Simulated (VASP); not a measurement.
# NaCl (Imm2) in VASP: notebook

The runs below take NaCl through single point, with PBEsol.

All numbers are computed with VASP 6.6.1; they aren't measurements. Logs are shortened: lines on timing, memory, paths and dates and some standing lists are left out, and cuts for length are marked.

### Step 1. The cell of the first run

It takes space group Imm2 (No. 44, orthorhombic). Conventional cell: a = 4.005 Å, b = 5.663 Å, c = 4.005 Å, α = 90.00°, β = 90.00°, γ = 90.00°. Within 3.6 Å of Na (site symmetry mm2) lie 6 Cl at 2.74 to 2.92 Å. Cl (site symmetry mm2) has 6 Na at 2.74 to 2.92 Å within 3.6 Å.

### Step 2. Single point, PBEsol (all Cl atoms moved +0.125 Å, as atom 2 along Cartesian [1 -1 0])

File INCAR:

```
SYSTEM = NaCl
PREC = Accurate
ENCUT = 520
EDIFF = 1E-6
ISMEAR = 0
SIGMA = 0.05
LREAL = .FALSE.
LASPH = .TRUE.
NELM = 60
ALGO = Normal
ISIF = 2
LWAVE = .FALSE.
LCHARG = .FALSE.
GGA = PS
NBANDS = 14
```

File KPOINTS:

```
regular mesh
0
G
  8 8 8
  0 0 0
```

File POSCAR:

```
NaCl
1.0
    0.0000000000      2.8317500000      2.8317500000
    2.8317500000      0.0000000000      2.8317500000
    2.8317500000      2.8317500000      0.0000000000
Na Cl
1 1
Direct
    0.0000000000      0.0000000000      0.0000000000
    0.4687866699      0.5312133301      0.5000000000
```

Potentials or basis: VASP PAW PBE potentials, release 64 (Na_pv, Cl).

Started as:

```sh
cat potpaw_PBE.64/Na_pv/POTCAR potpaw_PBE.64/Cl/POTCAR > POTCAR
mpirun -np 1 vasp_std > vasp.out
```

OUTCAR:

```text
SYSTEM = NaCl
   PREC = Accurate
   ENCUT = 520
   EDIFF = 1E-6
   ISMEAR = 0
   LREAL = .FALSE.
   LASPH = .TRUE.
   NELM = 60
   ISIF = 2
   GGA = PS

 ion  position               nearest neighbor table
   1  0.000  0.000  0.000-
   2  0.469  0.531  0.500-

  LATTYP: Found a face centered cubic cell.
 ALAT       =     5.6635000000

  Lattice vectors:

 A1 = (   0.0000000000,   2.8317500000,   2.8317500000)
 A2 = (   2.8317500000,   0.0000000000,   2.8317500000)
 A3 = (   2.8317500000,   2.8317500000,   0.0000000000)

Analysis of symmetry for initial positions (statically):
=====================================================================
 Subroutine PRICEL returns:
 Original cell was already a primitive cell.

 Routine SETGRP: Setting up the symmetry group for a
 face centered cubic supercell.

 Subroutine GETGRP returns: Found  4 space group operations
 (whereof  4 operations were pure point group operations)
 out of a pool of 48 trial point group operations.

The static configuration has the point symmetry C_2v.

Analysis of symmetry for dynamics (positions and initial velocities):
=====================================================================
 Subroutine PRICEL returns:
 Original cell was already a primitive cell.

 Routine SETGRP: Setting up the symmetry group for a
 face centered cubic supercell.

 Subroutine GETGRP returns: Found  4 space group operations
 (whereof  4 operations were pure point group operations)
 out of a pool of 48 trial point group operations.

The dynamic configuration has the point symmetry C_2v.

 Subroutine INISYM returns: Found  4 space group operations
 (whereof  4 operations are pure point group operations),
 and found     1 'primitive' translations

----------------------------------------------------------------------------------------

                                     Primitive cell

  volume of cell :      45.4145

  direct lattice vectors                    reciprocal lattice vectors
     0.000000000  2.831750000  2.831750000    -0.176569259  0.176569259  0.176569259
     2.831750000  0.000000000  2.831750000     0.176569259 -0.176569259  0.176569259
     2.831750000  2.831750000  0.000000000     0.176569259  0.176569259 -0.176569259

  length of vectors
     4.004699255  4.004699255  4.004699255     0.305826928  0.305826928  0.305826928

[... 88 lines left out ...]
   POTIM  = 0.5000    time-step for ionic-motion
   TEBEG  =    0.0;   TEEND  =   0.0 temperature during run
   PSTRESS=    0.0 pullay stress
   NELECT =      14.0000    total number of electrons
   NUPDOWN=      -1.0000    fix difference up-down
   EMIN   =  10.00;   EMAX   =-10.00  energy-range for DOS
   EFERMI =   0.00;   METHOD = LEGACY
   ISMEAR =     0;   SIGMA  =   0.05  broadening in eV -4-tet -1-fermi 0-gaus
   EFERMI_NEDOS =   21; number of points for ismear=-14 and -15
   IALGO  =     38    algorithm
   IMIX   =      4    mixing-type and parameters
     AMIX     =   0.40;   BMIX     =  1.00
     AMIX_MAG =   1.60;   BMIX_MAG =  1.00
  volume/ion in A,a.u.               =      22.71       153.24
  Fermi-wavevector in a.u.,A,eV,Ry     =   1.105909  2.089864 16.640388  1.223034
  Thomas-Fermi vector in A             =   2.242402
   LORBIT       =      0    0 simple, 1 ext, 2 COOP (PROOUT), +10 PAW based schemes
   GGA     = PS    functional components
   LHFCALC =     F    Hartree Fock is set to
   AEXX    =    0.0000 exact exchange contribution
   IVDW    =     0    specifies the selected vdW correction
   LEPSILON=     F    determine dielectric tensor
   LRPA    =     F    only Hartree local field effects (RPA)
 non-spin polarized calculation
 Gauss-broadening in eV      SIGMA  =   0.05
  energy-cutoff  :      520.00
  volume of cell :       45.41
 maximum number of plane-waves:      1243
 NGX is ok and might be reduce to    30
   NGX = 15   NGY = 15   NGZ = 15

 number of electron      13.9999993 magnetization

 Free energy of the ion-electron system (eV)
  ---------------------------------------------------
  ext. energy  EPLUGINS =         0.00000000
  ---------------------------------------------------
  free energy    TOTEN  =        -6.98553819 eV

  energy without entropy =       -6.98553819  energy(sigma->0) =       -6.98553819

 E-fermi :  -0.5527     XC(G=0):  -8.2755

 val. band max:       -0.8576417225   @ k =   0.0000   0.0000   0.0000
 cond. band min:       4.0311422504   @ k =   0.0000   0.0000   0.0000
 fundamental gap:      4.8887839730
 Fermi energy:        -0.5527219328

 k-point     1 :       0.0000    0.0000    0.0000
  band No.  band energies     occupation
      1     -21.5272      2.00000
      2     -21.5261      2.00000
      3     -21.5260      2.00000
      4     -13.4735      2.00000
      5      -0.8645      2.00000
      6      -0.8582      2.00000
      7      -0.8576      2.00000
      8       4.0311      0.00000
      9      10.1257      0.00000
     10      10.1348      0.00000
     11      10.1473      0.00000
     12      12.3444      0.00000
     13      12.3580      0.00000
     14      13.6735      0.00000
[... 377 lines left out ...]
      1     -21.5521      2.00000
      2     -21.5311      2.00000
      3     -21.5282      2.00000
      4     -13.1501      2.00000
      5      -2.6017      2.00000
      6      -1.3354      2.00000
      7      -1.1262      2.00000
      8       6.5760      0.00000
      9       9.1024      0.00000
     10       9.5244      0.00000
     11      10.2923      0.00000
     12      13.4123      0.00000
     13      14.8508      0.00000
     14      15.0261      0.00000

 [... further k-points ...]

------------------------ aborting loop because EDIFF is reached ----------------------------------------

  FORCE on cell =-STRESS in cart. coord.  units (eV):
  Direction    XX          YY          ZZ          XY          YZ          ZX
  --------------------------------------------------------------------------------------
  -------------------------------------------------------------------------------------
  Total       -0.1465087     -0.1465087     -0.2271085      0.0162986      0.0000000      0.0000000
  in kB       -5.1686761     -5.1686761     -8.0121518      0.5749983      0.0000000      0.0000000
  external PRESSURE =      -6.1165013 kB  Pullay stress =       0.0000000 kB

 VOLUME and BASIS-vectors are now :
 -----------------------------------------------------------------------------
  energy-cutoff  :      520.00
  volume of cell :       45.41
      direct lattice vectors                 reciprocal lattice vectors
     0.000000000  2.831750000  2.831750000    -0.176569259  0.176569259  0.176569259
     2.831750000  0.000000000  2.831750000     0.176569259 -0.176569259  0.176569259
     2.831750000  2.831750000  0.000000000     0.176569259  0.176569259 -0.176569259

 POSITION                                       TOTAL-FORCE (eV/Angst)
 -----------------------------------------------------------------------------------
      0.00000      0.00000      0.00000         0.109867     -0.109867      0.000000
      2.92014      2.74336      2.83175        -0.109867      0.109867      0.000000
 -----------------------------------------------------------------------------------
    total drift:                                0.000178     -0.000178     -0.000000

  FREE ENERGIE OF THE ION-ELECTRON SYSTEM (eV)
  ---------------------------------------------------
  free  energy   TOTEN  =        -6.9855381944 eV

  energy  without entropy=       -6.9855381944  energy(sigma->0) =       -6.98553819
```

It took 84 s on 1 thread of Intel Xeon 8259CL, shared host; peak memory 0.19 GiB.

Results:

| Item | Value |
| --- | --- |
| Free energy | -6.9855 eV |
| Pressure | -0.6 GPa |
| Largest force | 0.155 eV/Å |
| Band gap on the k mesh | 4.89 eV |

Forces on the atoms (eV/Å):
```
Na   0.110 -0.110  0.000
Cl  -0.110  0.110  0.000
```

Stress tensor (GPa, compression positive):
```
-0.52  0.06  0.00
 0.06 -0.52  0.00
 0.00  0.00 -0.80
```

Caveat: the cell differs from its parent crystal (all Cl atoms moved +0.125 Å, as atom 2 along Cartesian [1 -1 0]); the PAW data sets were made with another functional, which shifts forces and pressure a little. A k mesh can miss the band edges.

### Step 3. Single point, PBEsol (all Cl atoms moved +0.062 Å, as atom 2 along Cartesian [1 -1 0])

File INCAR:

```
  PREC = Accurate
  ENCUT = 520
  EDIFF = 1E-6
  ISMEAR = 0
  SIGMA = 0.05
  LREAL = F
  LASPH = T
  NELM = 60
  ALGO = Normal
  ISIF = 2
  LWAVE = F
  LCHARG = F
  GGA = PS
  NBANDS = 14
```

File KPOINTS:

```
regular mesh
0
Gamma
  8 8 8
```

POSCAR: that of step 2 with these lines changed.

```diff
@@ -9,2 +9,2 @@
     0.0000000000      0.0000000000      0.0000000000
-    0.4687866699      0.5312133301      0.5000000000
+    0.4843933349      0.5156066651      0.5000000000
```

Potentials or basis: VASP PAW PBE potentials, release 64 (Na_pv, Cl).

Started as:

```sh
cat potpaw_PBE.64/Na_pv/POTCAR potpaw_PBE.64/Cl/POTCAR > POTCAR
mpirun -np 1 vasp_std > vasp.out
```

Run time: 57 s. Hardware: 1 thread of Intel Xeon 8259CL, shared host; peak memory 0.2 GiB.

Results (log left out):

| Quantity | Value |
| --- | --- |
| Free energy | -6.9928 eV |
| Pressure | -0.7 GPa |
| Largest force | 0.077 eV/Å |
| Band gap on the k mesh | 4.89 eV |

Forces on the atoms (eV/Å):
```
Na   0.054 -0.054  0.000
Cl  -0.054  0.054  0.000
```

Levels at points of the mesh, in eV from the valence-band top:
```tsv
k point	band 5	band 6	band 7	band 8	band 9	band 10
(0.00, 0.00, 0.00)	0.00	0.00	0.00	4.89	10.98	10.99
(0.50, 0.00, 0.00)	-1.93	-0.26	-0.26	7.06	10.39	10.83
(0.00, 0.00, 0.50)	-1.93	-0.26	-0.26	7.06	10.38	10.83
(0.50, 0.50, 0.00)	-1.67	-0.60	-0.60	7.40	7.90	11.04
(0.00, 0.50, 0.50)	-1.67	-0.60	-0.60	7.40	7.90	11.04
```

Caveat: the cell differs from its parent crystal (all Cl atoms moved +0.062 Å, as atom 2 along Cartesian [1 -1 0]); the PAW data sets were made with another functional, which shifts forces and pressure a little. A k mesh can miss the band edges.
